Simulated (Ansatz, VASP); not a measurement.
## WSe in VASP and in Ansatz

```
W Se
1.0
     0.00000    2.87622    2.87622
     2.87622    0.00000    2.87622
     2.87622    2.87622    0.00000
W Se
1 1
Direct
  0.00000 0.00000 0.00000
  0.25000 0.25000 0.25000
```

Alike in both runs: task single point; functional PBE; k mesh 12 × 12 × 12; occupations gaussian, width 0.1 eV; collinear spin.

|  | VASP | Ansatz |
| --- | --- | --- |
| version | VASP 6.6.1 | Ansatz 0.2.0 |
| potentials or method | VASP PAW PBE potentials, release 64 (W_sv, Se), cutoff 520 eV | scalar-relativistic, plane waves, PAW |
| valence electrons in the cell | 20 | 30 |

|  | VASP | Ansatz | Ansatz less VASP |
| --- | --- | --- | --- |
| gap on the k mesh at the Fermi level (eV) | none | none | - |
| pressure (GPa) | -4.0 | -4.2 | -0.19 |
| net moment per atom (μB) | 0.67 | 0.67 | 0.000 |
| size of the moment on the site where the two differ most (μB) | 1.06 | 0.84 | -0.222 |

Site moments also hang on the region over which each program counts them. A gap of «none» marks a metal or a gap that the smearing closes. VASP's potentials hold 20 valence electrons a cell and Ansatz's 30, so a difference there can come from the potentials and not from the codes.

Neither program's run includes spin-orbit coupling.
